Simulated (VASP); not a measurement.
# Nb (a cell with a defect) in VASP: further runs

Runs on Nb (a cell with a defect). Level: PBE. Tasks: single point.

All numbers are computed with VASP 6.6.1; they aren't measurements. Logs are shortened: lines on timing, memory, paths and dates and some standing lists are left out, and cuts for length are marked.

## 1. The cell of the first run

The cell holds a defect, 17 atoms: a = 6.600 Å, b = 6.600 Å, c = 6.600 Å, α = 90.00°, β = 90.00°, γ = 90.00°.

## 2. Single point, PBE

File INCAR:

```
ALGO = Normal
EDIFF = 1E-6
ENCUT = 520
GGA = PE
ISIF = 2
ISMEAR = -1
LASPH = True
LCHARG = False
LREAL = Auto
LWAVE = False
NBANDS = 124
NELM = 100
PREC = Accurate
SIGMA = 0.15
```

File KPOINTS:

```
k-points
0
Gamma
  2 2 2
```

File POSCAR:

```
Nb
1.0
    6.6000000000      0.0000000000      0.0000000000
    0.0000000000      6.6000000000      0.0000000000
    0.0000000000      0.0000000000      6.6000000000
Nb
17
Direct
    0.0001363636      0.0203333333      0.0688484848
    0.5089393939     -0.0449545455      0.0311212121
    0.0014696970      0.4737878788     -0.0020606061
   -0.0536818182     -0.0236060606      0.5586212121
    0.3138939394      0.1161969697      0.3295000000
    0.4439696970      0.4816969697      0.0675151515
    0.5194090909     -0.0391212121      0.5615000000
    0.7267878788      0.2264696970      0.2646212121
    0.0978939394      0.3620909091      0.3579393939
    0.1822121212      0.7459090909      0.3033787879
    0.2069696970      0.2140757576      0.7549393939
    0.4784545455      0.4798333333      0.5442121212
    0.7221666667      0.7249242424      0.3276515152
    0.7325000000      0.2539696970      0.8091666667
    0.2254545455      0.7271515152      0.8153787879
    0.7294848485      0.7508636364      0.8425454545
   -0.0742424242      0.4809393939      0.6095606061
```

Potentials or basis: VASP PAW PBE potentials, release 64 (Nb_sv).

The run is started by

```console
$ cat potpaw_PBE.64/Nb_sv/POTCAR > POTCAR
$ mpirun -np 1 vasp_std > vasp.out
```

OUTCAR:

```text
EDIFF = 1E-6
   ENCUT = 520
   GGA = PE
   ISIF = 2
   ISMEAR = -1
   LASPH = True
   LREAL = Auto
   NELM = 100
   PREC = Accurate

 ion  position               nearest neighbor table
   1  0.000  0.020  0.069-   8 2.60  10 2.67   5 2.77  11 2.79  14 2.90  16 2.93  15 2.96   9 3.02
                             3 3.03
   2  0.509  0.955  0.031-  16 2.34   5 2.58   8 2.77  15 2.79  13 2.85  14 2.87
   3  0.001  0.474  0.998-  15 2.54   9 2.57  14 2.61  17 2.61  11 2.71  16 2.76  10 2.95   6 2.96
                             8 3.01   1 3.03
   4  0.946  0.976  0.559-  11 2.66  13 2.70  10 2.75  16 2.79   7 2.82  14 2.84   8 2.93  15 3.00
                             5 3.00   9 3.04
   5  0.314  0.116  0.330-   9 2.17   7 2.29   2 2.58  10 2.60   1 2.77   8 2.85  11 2.97  12 2.99
                             4 3.00
   6  0.444  0.482  0.068-  15 2.73   8 2.83  10 2.91   3 2.96  14 2.97  13 2.98  16 2.99
   7  0.519  0.961  0.562-   5 2.29  13 2.57  16 2.70   4 2.82  14 2.90  11 2.95   8 2.96  15 2.99

   8  0.727  0.226  0.265-   1 2.60   9 2.68   2 2.77   6 2.83   5 2.85   4 2.93   7 2.96  12 2.98
                             3 3.01  14 3.01
   9  0.098  0.362  0.358-  17 2.16   5 2.17   3 2.57  10 2.62   8 2.68  11 2.89  12 2.90   1 3.02
                             4 3.04
  10  0.182  0.746  0.303-   5 2.60   9 2.62   1 2.67   4 2.75   6 2.91   3 2.95  13 3.04
  11  0.207  0.214  0.755-   4 2.66   3 2.71  17 2.73   1 2.79  12 2.87   9 2.89   7 2.95   5 2.97

  12  0.478  0.480  0.544-  13 2.69  14 2.84  11 2.87   9 2.90  15 2.94   8 2.98  17 2.98   5 2.99

  13  0.722  0.725  0.328-   7 2.57  12 2.69   4 2.70  17 2.80   2 2.85   6 2.98  10 3.04
  14  0.733  0.254  0.809-  17 2.37   3 2.61   4 2.84  12 2.84   2 2.87   7 2.90   1 2.90   6 2.97
                             8 3.01
  15  0.225  0.727  0.815-   3 2.54   6 2.73   2 2.79  17 2.90  12 2.94   1 2.96   7 2.99   4 3.00

  16  0.729  0.751  0.843-   2 2.34  17 2.69   7 2.70   3 2.76   4 2.79   1 2.93   6 2.99
  17  0.926  0.481  0.610-   9 2.16  14 2.37   3 2.61  16 2.69  11 2.73  13 2.80  15 2.90  12 2.98

  LATTYP: Found a simple cubic cell.
 ALAT       =     6.6000000000

  Lattice vectors:

 A1 = (   6.6000000000,   0.0000000000,   0.0000000000)
 A2 = (   0.0000000000,   6.6000000000,   0.0000000000)
 A3 = (   0.0000000000,   0.0000000000,   6.6000000000)

Analysis of symmetry for initial positions (statically):
=====================================================================
 Subroutine PRICEL returns:
 Original cell was already a primitive cell.

 Routine SETGRP: Setting up the symmetry group for a
 simple cubic supercell.

 Subroutine GETGRP returns: Found  1 space group operations
 (whereof  1 operations were pure point group operations)
 out of a pool of 48 trial point group operations.

The static configuration has the point symmetry C_1 .

Analysis of symmetry for dynamics (positions and initial velocities):
=====================================================================
 Subroutine PRICEL returns:
 Original cell was already a primitive cell.

 Routine SETGRP: Setting up the symmetry group for a
 simple cubic supercell.

 Subroutine GETGRP returns: Found  1 space group operations
 (whereof  1 operations were pure point group operations)
 out of a pool of 48 trial point group operations.

The dynamic configuration has the point symmetry C_1 .

 Subroutine INISYM returns: Found  1 space group operations
 (whereof  1 operations are pure point group operations),
 and found     1 'primitive' translations

----------------------------------------------------------------------------------------

                                     Primitive cell

  volume of cell :     287.4960

  direct lattice vectors                    reciprocal lattice vectors
     6.600000000  0.000000000  0.000000000     0.151515152  0.000000000  0.000000000
     0.000000000  6.600000000  0.000000000     0.000000000  0.151515152  0.000000000
     0.000000000  0.000000000  6.600000000     0.000000000  0.000000000  0.151515152

  length of vectors
     6.600000000  6.600000000  6.600000000     0.151515152  0.151515152  0.151515152

  position of ions in fractional coordinates (direct lattice)
     0.000136364  0.020333333  0.068848485
     0.508939394  0.955045455  0.031121212
     0.001469697  0.473787879  0.997939394
     0.946318182  0.976393939  0.558621212
     0.313893939  0.116196970  0.329500000
     0.443969697  0.481696970  0.067515151
[... 9 lines left out ...]
     0.729484849  0.750863636  0.842545454
     0.925757576  0.480939394  0.609560606

  ion indices of the primitive-cell ions
   primitive index   ion index
                 1           1
                 2           2
                 3           3
                 4           4
                 5           5
                 6           6
[... 9 lines left out ...]
                16          16
                17          17

----------------------------------------------------------------------------------------

 KPOINTS: k-points

Automatic generation of k-mesh.
 Grid dimensions read from file:
 generate k-points for:    2    2    2

 Generating k-lattice:

  Cartesian coordinates                     Fractional coordinates (reciprocal lattice)
     0.075757576  0.000000000  0.000000000     0.500000000  0.000000000  0.000000000
     0.000000000  0.075757576  0.000000000     0.000000000  0.500000000  0.000000000
     0.000000000  0.000000000  0.075757576     0.000000000  0.000000000  0.500000000

  Length of vectors
     0.075757576  0.075757576  0.075757576

  Shift w.r.t. Gamma in fractional coordinates (k-lattice)
     0.000000000  0.000000000  0.000000000

 Subroutine IBZKPT returns following result:
 ===========================================

 Found      8 irreducible k-points:

 Following reciprocal coordinates:
            Coordinates               Weight
  0.000000  0.000000  0.000000      1.000000
  0.500000  0.000000  0.000000      1.000000
  0.000000  0.500000  0.000000      1.000000
  0.000000  0.000000  0.500000      1.000000
  0.500000  0.500000  0.000000      1.000000
  0.000000  0.500000  0.500000      1.000000
  0.500000  0.000000  0.500000      1.000000
  0.500000  0.500000  0.500000      1.000000
   k-points           NKPTS =      8   k-points in BZ     NKDIM =      8   number of bands    NBANDS=    124
   number of dos      NEDOS =    301   number of ions     NIONS =     17
   total plane-waves  NPLWV = 125000
   dimension x,y,z NGX =    50 NGY =   50 NGZ =   50
   dimension x,y,z NGXF=   100 NGYF=  100 NGZF=  100
   ions per type =              17
   NGX,Y,Z   is equivalent  to a cutoff of  12.59, 12.59, 12.59 a.u.
   NGXF,Y,Z  is equivalent  to a cutoff of  25.19, 25.19, 25.19 a.u.
 SYSTEM =  unknown system
   PREC   = accura    normal or accurate (medium, high low for compatibility)
   ISTART =      0    job   : 0-new  1-cont  2-samecut
   ICHARG =      2    charge: 1-file 2-atom 10-const
   ISPIN  =      1    spin polarized calculation?
   LNONCOLLINEAR =      F non collinear calculations
   LSORBIT =      F    spin-orbit coupling
   LASPH  =      T    aspherical Exc in radial PAW
   ENCUT  =  520.0 eV  38.22 Ry    6.18 a.u.  12.27 12.27 12.27*2*pi/ulx,y,z
   NELM   =    100;   NELMIN=  2; NELMDL= -5     # of ELM steps
   EDIFF  = 0.1E-05   stopping-criterion for ELM
   LREAL  =      T    real-space projection
   EDIFFG = 0.1E-04   stopping-criterion for IOM
   NSW    =      0    number of steps for IOM
   IBRION =     -1    ionic relax: 0-MD 1-quasi-New 2-CG
   NFREE  =      0    steps in history (QN), initial steepest desc. (CG)
   ISIF   =      2    stress and relaxation
   ISYM   =      2    0-nonsym 1-usesym 2-fastsym
   POTIM  = 0.5000    time-step for ionic-motion
   TEBEG  =    0.0;   TEEND  =   0.0 temperature during run
   PSTRESS=    0.0 pullay stress
   NELECT =     221.0000    total number of electrons
   NUPDOWN=      -1.0000    fix difference up-down
   EMIN   =  10.00;   EMAX   =-10.00  energy-range for DOS
   EFERMI =   0.00;   METHOD = LEGACY
   ISMEAR =    -1;   SIGMA  =   0.15  broadening in eV -4-tet -1-fermi 0-gaus
   EFERMI_NEDOS =   21; number of points for ismear=-14 and -15
   IALGO  =     38    algorithm
   IMIX   =      4    mixing-type and parameters
     AMIX     =   0.40;   BMIX     =  1.00
     AMIX_MAG =   1.60;   BMIX_MAG =  1.00
  volume/ion in A,a.u.               =      16.91       114.12
  Fermi-wavevector in a.u.,A,eV,Ry     =   1.499668  2.833961 30.599539  2.249003
  Thomas-Fermi vector in A             =   2.611268
   LORBIT       =      0    0 simple, 1 ext, 2 COOP (PROOUT), +10 PAW based schemes
   GGA     = PE    functional components
   LHFCALC =     F    Hartree Fock is set to
   AEXX    =    0.0000 exact exchange contribution
   IVDW    =     0    specifies the selected vdW correction
   LEPSILON=     F    determine dielectric tensor
   LRPA    =     F    only Hartree local field effects (RPA)
 non-spin polarized calculation
  energy-cutoff  :      520.00
  volume of cell :      287.50
 maximum number of plane-waves:      7809
 NGX is ok and might be reduce to    50
   NGX = 25   NGY = 25   NGZ = 25

 number of electron     221.0000001 magnetization

 Free energy of the ion-electron system (eV)
  ---------------------------------------------------
  ext. energy  EPLUGINS =         0.00000000
  ---------------------------------------------------
  free energy    TOTEN  =      -164.08459242 eV

  energy without entropy =     -162.81230732  energy(sigma->0) =     -163.44844987

 E-fermi :  12.3139     XC(G=0): -12.7665

 val. band max:       12.3126921715   @ k =   0.5000   0.0000   0.5000
 cond. band min:      12.3278943934   @ k =   0.5000   0.0000   0.0000
 fundamental gap:      0.0152022219
 Fermi energy:        12.3138977151

 k-point     1 :       0.0000    0.0000    0.0000
  band No.  band energies     occupation
      1     -42.6440      2.00000
      2     -42.2542      2.00000
      3     -42.2188      2.00000
      4     -42.1746      2.00000
      5     -42.1329      2.00000
      6     -42.1151      2.00000
[... 989 lines left out ...]
    121      13.6420      0.00029
    122      14.1381      0.00001
 [bands above 122 left out]

------------------------ aborting loop because EDIFF is reached ----------------------------------------

  FORCE on cell =-STRESS in cart. coord.  units (eV):
  Direction    XX          YY          ZZ          XY          YZ          ZX
  --------------------------------------------------------------------------------------
  -------------------------------------------------------------------------------------
  Total       45.7179448     42.0593975     44.6554821     -8.1736077      2.2788948     -3.4837591
  in kB      254.7800832    234.3914806    248.8591186    -45.5504390     12.6999803    -19.4145303
  external PRESSURE =     246.0102275 kB  Pullay stress =       0.0000000 kB

 VOLUME and BASIS-vectors are now :
 -----------------------------------------------------------------------------
  energy-cutoff  :      520.00
  volume of cell :      287.50
      direct lattice vectors                 reciprocal lattice vectors
     6.600000000  0.000000000  0.000000000     0.151515152  0.000000000  0.000000000
     0.000000000  6.600000000  0.000000000     0.000000000  0.151515152  0.000000000
     0.000000000  0.000000000  6.600000000     0.000000000  0.000000000  0.151515152

 POSITION                                       TOTAL-FORCE (eV/Angst)
 -----------------------------------------------------------------------------------
      0.00090      0.13420      0.45440        -0.620237     -1.552247     -1.172761
      3.35900      6.30330      0.20540        -1.681205      1.384158      0.759364
      0.00970      3.12700      6.58640        -1.115352      1.114869      2.104029
      6.24570      6.44420      3.68690         1.283861      0.303715      0.134849
      2.07170      0.76690      2.17470         1.567271     -0.881292     -1.948893
      2.93020      3.17920      0.44560         0.722249     -0.438600     -0.581650
[... 9 lines left out ...]
      4.81460      4.95570      5.56080         0.268464     -1.672899     -1.151495
      6.11000      3.17420      4.02310        -1.671363      3.521005      0.630951
 -----------------------------------------------------------------------------------
    total drift:                                0.003612      0.003952      0.002420

  FREE ENERGIE OF THE ION-ELECTRON SYSTEM (eV)
  ---------------------------------------------------
  free  energy   TOTEN  =      -164.0845924151 eV

  energy  without entropy=     -162.8123073221  energy(sigma->0) =     -163.44844987
```

Wall time 12 min (1 thread of Intel Xeon Platinum 8259CL at 2.50GHz (Skylake/Cascade Lake), shared host); peak memory 0.45 GiB.

Results:

```
Free energy            : -164.0846 eV
Pressure               : 24.6 GPa
Largest force          : 3.948 eV/Å
Band gap on the k mesh : zero (an odd number of electrons rules out a gap without spin polarisation)
```

Forces in eV/Å, atoms in the order of the input:
```
Nb  -0.620 -1.552 -1.173
Nb  -1.681  1.384  0.759
Nb  -1.115  1.115  2.104
Nb   1.284  0.304  0.135
Nb   1.567 -0.881 -1.949
Nb   0.722 -0.439 -0.582
Nb  -0.612 -0.939  2.352
Nb  -0.940  0.824  1.694
Nb  -0.031  1.575 -2.619
Nb   1.775 -1.136  0.535
Nb   2.735  0.024  1.314
Nb  -0.439  0.336  0.618
Nb   0.502 -0.845 -2.144
Nb  -2.379 -2.411  0.500
Nb   0.635  0.793 -1.026
Nb   0.268 -1.673 -1.151
Nb  -1.671  3.521  0.631
```

Levels at points of the mesh, in eV from the Fermi level:
```csv
k point,band 108,band 109,band 110,band 111,band 112,band 113,band 114,band 115
"(0.00, 0.00, 0.00)",-0.03,0.02,0.14,0.26,0.47,0.54,0.66,0.87
"(0.50, 0.00, 0.00)",-0.14,-0.09,0.01,0.06,0.14,0.31,0.37,0.58
"(0.00, 0.50, 0.00)",-0.12,-0.09,-0.02,0.15,0.31,0.32,0.56,0.65
"(0.00, 0.00, 0.50)",-0.06,0.11,0.14,0.17,0.27,0.47,0.56,0.59
"(0.50, 0.50, 0.00)",-0.38,-0.32,-0.22,-0.11,-0.01,0.06,0.10,0.33
"(0.00, 0.50, 0.50)",-0.52,-0.34,-0.31,-0.18,-0.05,0.02,0.22,0.39
"(0.50, 0.00, 0.50)",-0.47,-0.27,-0.18,-0.04,0.00,0.16,0.31,0.34
"(0.50, 0.50, 0.50)",-0.88,-0.71,-0.68,-0.65,-0.60,-0.32,-0.23,0.07
```

Caveat: the k points lie up to 0.48 Å⁻¹ apart, too coarse for converged energies and pressures of a metal.

(Part 1 of 2 ends here.)

The gap in the log of VASP goes by the Fermi energy; the results here count the filled bands.